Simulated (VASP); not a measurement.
# Re (Fm-3m) in VASP: a series of runs

The runs below take Re through single point, with r2SCAN, PBE, RPBE+D4.

Program: VASP 6.6.1. These are calculated values, not measurements. Logs are shortened: lines on timing, memory, paths and dates and some standing lists are left out, and cuts for length are marked.

### 1 The cell of the first run

Symmetry: Fm-3m, No. 225, cubic system. Conventional cell: a = 3.950 Å, b = 3.950 Å, c = 3.950 Å, α = 90.00°, β = 90.00°, γ = 90.00°. Re (site symmetry m-3m) has 12 Re at 2.79 Å within 3.7 Å.

This isn't the form of Re at room conditions, which is hcp.

### 2 Single point, r2SCAN

POSCAR

```
Re
1.0
    0.0000000000      1.9750000000      1.9750000000
    1.9750000000      0.0000000000      1.9750000000
    1.9750000000      1.9750000000      0.0000000000
Re
1
Direct
    0.0000000000      0.0000000000      0.0000000000
```

INCAR.step1

```
ALGO = Normal
EDIFF = 1E-4
ENCUT = 520
GGA = PE
ISMEAR = -1
LASPH = T
LCHARG = F
LREAL = F
LWAVE = T
NBANDS = 10
NELM = 60
PREC = Accurate
SIGMA = 0.05
```

INCAR.step2

```
ALGO = Normal
EDIFF = 1E-6
ENCUT = 520
ISIF = 2
ISMEAR = -1
ISTART = 1
LASPH = T
LCHARG = F
LMIXTAU = T
LREAL = F
LWAVE = F
METAGGA = R2SCAN
NBANDS = 10
NELM = 60
PREC = Accurate
SIGMA = 0.05
```

KPOINTS

```
k-points
0
Gamma
  12 12 12
```

Potentials or basis: VASP PAW PBE potentials, release 64 (Re).

Run with:

```console
cat potpaw_PBE.64/Re/POTCAR > POTCAR
cp INCAR.step1 INCAR
mpirun -np 1 vasp_std > vasp.out
cp INCAR.step2 INCAR
mpirun -np 1 vasp_std > vasp.out
```

OUTCAR:

```text
EDIFF = 1E-6
   ENCUT = 520
   ISIF = 2
   ISMEAR = -1
   ISTART = 1
   LASPH = T
   LREAL = F
   METAGGA = R2SCAN
   NELM = 60
   PREC = Accurate

 ion  position               nearest neighbor table
   1  0.000  0.000  0.000-

  LATTYP: Found a face centered cubic cell.
 ALAT       =     3.9500000000

  Lattice vectors:

 A1 = (   0.0000000000,   1.9750000000,   1.9750000000)
 A2 = (   1.9750000000,   0.0000000000,   1.9750000000)
 A3 = (   1.9750000000,   1.9750000000,   0.0000000000)

Analysis of symmetry for initial positions (statically):
=====================================================================
 Subroutine PRICEL returns:
 Original cell was already a primitive cell.

 Routine SETGRP: Setting up the symmetry group for a
 face centered cubic supercell.

 Subroutine GETGRP returns: Found 48 space group operations
 (whereof 48 operations were pure point group operations)
 out of a pool of 48 trial point group operations.

The static configuration has the point symmetry O_h .

Analysis of symmetry for dynamics (positions and initial velocities):
=====================================================================
 Subroutine PRICEL returns:
 Original cell was already a primitive cell.

 Routine SETGRP: Setting up the symmetry group for a
 face centered cubic supercell.

 Subroutine GETGRP returns: Found 48 space group operations
 (whereof 48 operations were pure point group operations)
 out of a pool of 48 trial point group operations.

The dynamic configuration has the point symmetry O_h .

 Subroutine INISYM returns: Found 48 space group operations
 (whereof 48 operations are pure point group operations),
 and found     1 'primitive' translations

----------------------------------------------------------------------------------------

                                     Primitive cell

  volume of cell :      15.4075

  direct lattice vectors                    reciprocal lattice vectors
     0.000000000  1.975000000  1.975000000    -0.253164557  0.253164557  0.253164557
     1.975000000  0.000000000  1.975000000     0.253164557 -0.253164557  0.253164557
     1.975000000  1.975000000  0.000000000     0.253164557  0.253164557 -0.253164557

  length of vectors
     2.793071786  2.793071786  2.793071786     0.438493875  0.438493875  0.438493875

  position of ions in fractional coordinates (direct lattice)
     0.000000000  0.000000000  0.000000000

  ion indices of the primitive-cell ions
   primitive index   ion index
                 1           1

----------------------------------------------------------------------------------------

 KPOINTS: k-points

Automatic generation of k-mesh.
 Grid dimensions read from file:
 generate k-points for:   12   12   12

 Generating k-lattice:

  Cartesian coordinates                     Fractional coordinates (reciprocal lattice)
    -0.021097046  0.021097046  0.021097046     0.083333333  0.000000000  0.000000000
     0.021097046 -0.021097046  0.021097046     0.000000000  0.083333333  0.000000000
     0.021097046  0.021097046 -0.021097046     0.000000000  0.000000000  0.083333333

  Length of vectors
     0.036541156  0.036541156  0.036541156

  Shift w.r.t. Gamma in fractional coordinates (k-lattice)
     0.000000000  0.000000000  0.000000000

 Subroutine IBZKPT returns following result:
 ===========================================

 Found     72 irreducible k-points:

 Following reciprocal coordinates:
            Coordinates               Weight
  0.000000  0.000000  0.000000      1.000000
  0.083333  0.000000  0.000000      8.000000
  0.166667  0.000000  0.000000      8.000000
  0.250000  0.000000  0.000000      8.000000
  0.333333  0.000000  0.000000      8.000000
  0.416667  0.000000  0.000000      8.000000
[... 16 lines left out ...]
  0.500000  0.166667  0.000000     24.000000
 -0.416667  0.166667  0.000000     24.000000
 [... further k-points ...]
   k-points           NKPTS =     72   k-points in BZ     NKDIM =     72   number of bands    NBANDS=     10
   number of dos      NEDOS =    301   number of ions     NIONS =      1
   total plane-waves  NPLWV =  13824
   dimension x,y,z NGX =    24 NGY =   24 NGZ =   24
   dimension x,y,z NGXF=    48 NGYF=   48 NGZF=   48
   ions per type =               1
   NGX,Y,Z   is equivalent  to a cutoff of  14.28, 14.28, 14.28 a.u.
   NGXF,Y,Z  is equivalent  to a cutoff of  28.57, 28.57, 28.57 a.u.
 SYSTEM =  unknown system
   PREC   = accura    normal or accurate (medium, high low for compatibility)
   ISTART =      1    job   : 0-new  1-cont  2-samecut
   ICHARG =      0    charge: 1-file 2-atom 10-const
   ISPIN  =      1    spin polarized calculation?
   LNONCOLLINEAR =      F non collinear calculations
   LSORBIT =      F    spin-orbit coupling
   LASPH  =      T    aspherical Exc in radial PAW
   ENCUT  =  520.0 eV  38.22 Ry    6.18 a.u.   5.19  5.19  5.19*2*pi/ulx,y,z
   NELM   =     60;   NELMIN=  2; NELMDL=  0     # of ELM steps
   EDIFF  = 0.1E-05   stopping-criterion for ELM
   LREAL  =      F    real-space projection
   EDIFFG = 0.1E-04   stopping-criterion for IOM
   NSW    =      0    number of steps for IOM
   IBRION =     -1    ionic relax: 0-MD 1-quasi-New 2-CG
   NFREE  =      0    steps in history (QN), initial steepest desc. (CG)
   ISIF   =      2    stress and relaxation
   ISYM   =      2    0-nonsym 1-usesym 2-fastsym
   POTIM  = 0.5000    time-step for ionic-motion
   TEBEG  =    0.0;   TEEND  =   0.0 temperature during run
   PSTRESS=    0.0 pullay stress
   NELECT =       7.0000    total number of electrons
   NUPDOWN=      -1.0000    fix difference up-down
   EMIN   =  10.00;   EMAX   =-10.00  energy-range for DOS
   EFERMI =   0.00;   METHOD = LEGACY
   ISMEAR =    -1;   SIGMA  =   0.05  broadening in eV -4-tet -1-fermi 0-gaus
   EFERMI_NEDOS =   21; number of points for ismear=-14 and -15
   IALGO  =     38    algorithm
   IMIX   =      4    mixing-type and parameters
     AMIX     =   0.40;   BMIX     =  1.00
     AMIX_MAG =   1.60;   BMIX_MAG =  1.00
  volume/ion in A,a.u.               =      15.41       103.97
  Fermi-wavevector in a.u.,A,eV,Ry     =   1.258531  2.378278 21.550255  1.583899
  Thomas-Fermi vector in A             =   2.392135
   LORBIT       =      0    0 simple, 1 ext, 2 COOP (PROOUT), +10 PAW based schemes
   METAGGA = R2SCAN    functional components
   LHFCALC =     F    Hartree Fock is set to
   AEXX    =    0.0000 exact exchange contribution
   IVDW    =     0    specifies the selected vdW correction
   LEPSILON=     F    determine dielectric tensor
   LRPA    =     F    only Hartree local field effects (RPA)
 non-spin polarized calculation
  energy-cutoff  :      520.00
  volume of cell :       15.41
 maximum number of plane-waves:       432
 NGX is ok and might be reduce to    24
   NGX = 11   NGY = 11   NGZ = 11

 number of electron       7.0000000 magnetization

 Free energy of the ion-electron system (eV)
  ---------------------------------------------------
  ext. energy  EPLUGINS =         0.00000000
  ---------------------------------------------------
  free energy    TOTEN  =       -52.36434542 eV

  energy without entropy =      -52.35901791  energy(sigma->0) =      -52.36168166

 E-fermi :   7.4114     XC(G=0): -14.7105

 val. band max:        7.3589992293   @ k =  -0.4167   0.2500   0.0000
 cond. band min:       7.4457961086   @ k =   0.5000   0.0000   0.0000
 fundamental gap:      0.0867968792
 Fermi energy:         7.4114027915

 k-point     1 :       0.0000    0.0000    0.0000
  band No.  band energies     occupation
      1      -2.8994      2.00000
      2       5.5157      2.00000
      3       5.5157      2.00000
      4       5.5157      2.00000
      5       8.6950      0.00000
      6       8.6950      0.00000
      7      21.8828      0.00000
      8      27.7173      0.00000
      9      27.7173      0.00000
     10      27.7173      0.00000

 k-point     2 :       0.0833    0.0000    0.0000
  band No.  band energies     occupation
      1      -2.5807      2.00000
      2       5.3042      2.00000
      3       5.6599      2.00000
      4       5.6599      2.00000
      5       8.5863      0.00000
      6       8.5863      0.00000
      7      22.4875      0.00000
      8      26.2211      0.00000
      9      28.2870      0.00000
     10      28.2870      0.00000

 k-point     3 :       0.1667    0.0000    0.0000
  band No.  band energies     occupation
      1      -1.7035      2.00000
      2       4.8574      2.00000
      3       5.9536      2.00000
      4       5.9536      2.00000
      5       8.4627      0.00000
      6       8.4627      0.00000
      7      23.5237      0.00000
      8      24.4880      0.00000
      9      29.8808      0.00000
     10      29.8808      0.00000

 k-point     4 :       0.2500    0.0000    0.0000
  band No.  band energies     occupation
      1      -0.5642      2.00000
      2       4.6439      2.00000
      3       6.0054      2.00000
      4       6.0054      2.00000
      5       8.8214      0.00000
      6       8.8214      0.00000
      7      21.8153      0.00000
      8      25.3012      0.00000
      9      32.1381      0.00000
     10      32.2979      0.00000
[... 222 lines left out ...]
 k-point    22 :       0.4167    0.1667    0.0000
  band No.  band energies     occupation
      1       1.2994      2.00000
      2       4.0811      2.00000
      3       5.0521      2.00000
      4       6.6929      2.00000
      5      10.8198      0.00000
      6      10.9979      0.00000
      7      19.6180      0.00000
      8      24.3020      0.00000
      9      26.9156      0.00000
     10      29.3962      0.00000

 k-point    23 :       0.5000    0.1667    0.0000
  band No.  band energies     occupation
      1       1.4767      2.00000
      2       4.2506      2.00000
      3       5.6375      2.00000
      4       6.4187      2.00000
      5      11.1869      0.00000
      6      12.7233      0.00000
      7      17.0937      0.00000
      8      23.5209      0.00000
      9      26.8049      0.00000
     10      27.6501      0.00000

 k-point    24 :      -0.4167    0.1667    0.0000
  band No.  band energies     occupation
      1       1.5607      2.00000
      2       4.3140      2.00000
      3       5.9102      2.00000
      4       6.2912      2.00000
      5      10.5334      0.00000
      6      13.3661      0.00000
      7      16.9223      0.00000
      8      23.4618      0.00000
      9      26.0870      0.00000
     10      28.1160      0.00000

 [... further k-points ...]

------------------------ aborting loop because EDIFF is reached ----------------------------------------

  FORCE on cell =-STRESS in cart. coord.  units (eV):
  Direction    XX          YY          ZZ          XY          YZ          ZX
  --------------------------------------------------------------------------------------
  -------------------------------------------------------------------------------------
  Total       -1.4984061     -1.4984061     -1.4984061      0.0000000      0.0000000     -0.0000000
  in kB     -155.8148410   -155.8148410   -155.8148410      0.0000000      0.0000000     -0.0000000
  external PRESSURE =    -155.8148410 kB  Pullay stress =       0.0000000 kB

 VOLUME and BASIS-vectors are now :
 -----------------------------------------------------------------------------
  energy-cutoff  :      520.00
  volume of cell :       15.41
      direct lattice vectors                 reciprocal lattice vectors
     0.000000000  1.975000000  1.975000000    -0.253164557  0.253164557  0.253164557
     1.975000000  0.000000000  1.975000000     0.253164557 -0.253164557  0.253164557
     1.975000000  1.975000000  0.000000000     0.253164557  0.253164557 -0.253164557

 POSITION                                       TOTAL-FORCE (eV/Angst)
 -----------------------------------------------------------------------------------
      0.00000      0.00000      0.00000         0.000000      0.000000      0.000000
 -----------------------------------------------------------------------------------
    total drift:                               -0.000000     -0.000000     -0.000000

  FREE ENERGIE OF THE ION-ELECTRON SYSTEM (eV)
  ---------------------------------------------------
  free  energy   TOTEN  =       -52.3643454171 eV

  energy  without entropy=      -52.3590179077  energy(sigma->0) =      -52.36168166
```

Wall time 14 s (1 thread of Intel Xeon 6975P-C (Granite Rapids), shared host); peak memory 0.15 GiB.

Results:

```
Free energy            : -52.3643 eV
Pressure               : -15.6 GPa
Band gap on the k mesh : zero (an odd number of electrons rules out a gap without spin polarisation)
```

Caveat: the cell stands under tension; the PAW data sets were made with another functional, which shifts forces and pressure a little; spin-orbit coupling is left out, which moves the levels of the heavy elements.

### 3 Single point, r2SCAN, non-collinear spin, zero start, spin-orbit coupling

POSCAR is that of step 2.

INCAR.step1

```
SYSTEM = Re
  PREC = Accurate
  ENCUT = 520
  ISMEAR = -1
  SIGMA = 0.05
  LREAL = .False.
  LASPH = .True.
  NELM = 150
  MAGMOM = 0 0 0
  LSORBIT = .True.
  GGA_COMPAT = .False.
  LMAXMIX = 4
  NBANDS = 18
  GGA = PE
  ALGO = Normal
  EDIFF = 1E-4
  LWAVE = .True.
  LCHARG = .False.
```

INCAR.step2

```
SYSTEM = Re
  PREC = Accurate
  ENCUT = 520
  EDIFF = 1E-7
  ISMEAR = -1
  SIGMA = 0.05
  LREAL = .False.
  LASPH = .True.
  NELM = 150
  ALGO = Normal
  ISIF = 2
  LWAVE = .False.
  LCHARG = .True.
  MAGMOM = 0 0 0
  LORBIT = 11
  LSORBIT = .True.
  GGA_COMPAT = .False.
  LORBMOM = .True.
  LMAXMIX = 4
  METAGGA = R2SCAN
  LMIXTAU = .True.
  LVHAR = .True.
  NBANDS = 18
  ISTART = 1
```

KPOINTS

```
regular mesh
0
Gamma
  12 12 12
  0 0 0
```

Potentials or basis: VASP PAW PBE potentials, release 64 (Re).

Run with:

```console
cat potpaw_PBE.64/Re/POTCAR > POTCAR
cp INCAR.step1 INCAR
mpirun -np 1 vasp_ncl > vasp.out
cp INCAR.step2 INCAR
mpirun -np 1 vasp_ncl > vasp.out
```

OUTCAR:

```text
SYSTEM = Re
   PREC = Accurate
   ENCUT = 520
   EDIFF = 1E-7
   ISMEAR = -1
   LREAL = .False.
   LASPH = .True.
   NELM = 150
   ISIF = 2
   LORBIT = 11
   LSORBIT = .True.
   METAGGA = R2SCAN
   ISTART = 1

 ion  position               nearest neighbor table
   1  0.000  0.000  0.000-

  LATTYP: Found a face centered cubic cell.
 ALAT       =     3.9500000000

  Lattice vectors:

 A1 = (   0.0000000000,   1.9750000000,   1.9750000000)
 A2 = (   1.9750000000,   0.0000000000,   1.9750000000)
 A3 = (   1.9750000000,   1.9750000000,   0.0000000000)

Analysis of symmetry for initial positions (statically):
=====================================================================
 Subroutine PRICEL returns:
 Original cell was already a primitive cell.

 Routine SETGRP: Setting up the symmetry group for a
 face centered cubic supercell.

 Subroutine GETGRP returns: Found 48 space group operations
 (whereof 48 operations were pure point group operations)
 out of a pool of 48 trial point group operations.

The static configuration has the point symmetry O_h .

Analysis of symmetry for dynamics (positions and initial velocities):
=====================================================================
 Subroutine PRICEL returns:
 Original cell was already a primitive cell.

[... 712 lines left out ...]
  free  energy   TOTEN  =       -52.6851645144 eV

  energy  without entropy=      -52.6797189882  energy(sigma->0) =      -52.68244175

 orbital moment (x)

 # of ion     p       d       tot
 ----------------------------------------
  1        -0.000   0.000   0.000
 ----------------------------------------
           -0.000   0.000   0.000

 orbital moment (y)

 # of ion     p       d       tot
 ----------------------------------------
  1        -0.000  -0.000  -0.000
 ----------------------------------------
           -0.000  -0.000  -0.000

 orbital moment (z)

 # of ion     p       d       tot
 ----------------------------------------
  1         0.000   0.000   0.000
 ----------------------------------------
            0.000   0.000   0.000

 Spin-Orbit-Coupling matrix elements

 Ion:    1  E_soc:     -0.6489174
 l=   1
     0.0000000    -0.0393230    -0.0393230
    -0.0393230     0.0000000    -0.0393230
    -0.0393230    -0.0393230     0.0000000
 l=   2
     0.0000000    -0.0129147     0.0000000    -0.0129147    -0.0559152
    -0.0129147     0.0000000    -0.0419364    -0.0129147    -0.0139788
     0.0000000    -0.0419364     0.0000000    -0.0419364     0.0000000
    -0.0129147    -0.0129147    -0.0419364     0.0000000    -0.0139788
    -0.0559152    -0.0139788     0.0000000    -0.0139788     0.0000000
 l=   3
     0.0000000     0.0000000     0.0000000     0.0000000     0.0000000     0.0000000     0.0000000
     0.0000000     0.0000000     0.0000000     0.0000000     0.0000000     0.0000000     0.0000000
     0.0000000     0.0000000     0.0000000     0.0000000     0.0000000     0.0000000     0.0000000
     0.0000000     0.0000000     0.0000000     0.0000000     0.0000000     0.0000000     0.0000000
     0.0000000     0.0000000     0.0000000     0.0000000     0.0000000     0.0000000     0.0000000
     0.0000000     0.0000000     0.0000000     0.0000000     0.0000000     0.0000000     0.0000000
     0.0000000     0.0000000     0.0000000     0.0000000     0.0000000     0.0000000     0.0000000

 total charge

# of ion       s       p       d       tot
------------------------------------------
    1        0.591   0.662   4.691   5.943

 magnetization (x)

# of ion       s       p       d       tot
------------------------------------------
    1        0.000   0.000  -0.000  -0.000

 magnetization (y)

# of ion       s       p       d       tot
------------------------------------------
    1        0.000   0.000  -0.000  -0.000

 magnetization (z)

# of ion       s       p       d       tot
------------------------------------------
    1        0.000  -0.000   0.000   0.000
```

OUTCAR.step1:

```text
SYSTEM = Re
   PREC = Accurate
   ENCUT = 520
   ISMEAR = -1
   LREAL = .False.
   LASPH = .True.
[... 765 lines left out ...]
     0.0000000     0.0000000     0.0000000     0.0000000     0.0000000     0.0000000     0.0000000
     0.0000000     0.0000000     0.0000000     0.0000000     0.0000000     0.0000000     0.0000000
     0.0000000     0.0000000     0.0000000     0.0000000     0.0000000     0.0000000     0.0000000
     0.0000000     0.0000000     0.0000000     0.0000000     0.0000000     0.0000000     0.0000000
     0.0000000     0.0000000     0.0000000     0.0000000     0.0000000     0.0000000     0.0000000
     0.0000000     0.0000000     0.0000000     0.0000000     0.0000000     0.0000000     0.0000000

=======================================================================

 ========================================================
```

OSZICAR.step1:

```text
N       E                     dE             d eps       ncg     rms          rms(c)
DAV:   1     0.110075475230E+02    0.11008E+02   -0.33150E+03  5082   0.950E+02
DAV:   2    -0.126067888039E+02   -0.23614E+02   -0.20342E+02  4654   0.253E+02
DAV:   3    -0.133779716651E+02   -0.77118E+00   -0.71850E+00  4214   0.817E+01
DAV:   4    -0.134008717983E+02   -0.22900E-01   -0.22776E-01  4372   0.867E+00
DAV:   5    -0.134012038101E+02   -0.33201E-03   -0.33196E-03  4218   0.461E-01    0.299E+01
DAV:   6    -0.128711241569E+02    0.53008E+00   -0.29102E-01  5068   0.202E+01    0.132E+01
DAV:   7    -0.127035395473E+02    0.16758E+00   -0.13637E-01  5080   0.134E+01    0.645E+00
DAV:   8    -0.126865290053E+02    0.17011E-01   -0.10879E-02  5100   0.367E+00    0.310E-01
DAV:   9    -0.126837646594E+02    0.27643E-02   -0.46733E-04  4200   0.251E-01    0.951E-02
DAV:  10    -0.126835432320E+02    0.22143E-03   -0.72742E-05  3076   0.123E-01    0.283E-02
DAV:  11    -0.126835482404E+02   -0.50085E-05   -0.20053E-05  1642   0.200E-01
   1 F= -.12683548E+02 E0= -.12680755E+02  d E =-.558623E-02  mag=    -0.0000     0.0000     0.0000
```

It took 96 s on 1 thread of Intel Xeon 6975P-C (Granite Rapids), shared host; peak memory 0.23 GiB.

What came out:

* Free energy: -52.6852 eV
* Pressure: -14.8 GPa
* Net moment: 0.00 μB per cell
* Valence electrons inside the program's atomic spheres: Re 5.94

Moments on the atoms (μB; x, y, z):
```
Re  0.00 0.00 0.00
```

Caveat: the cell stands under tension; the PAW data sets were made with another functional, which shifts forces and pressure a little.

[end of part 1 of 2]
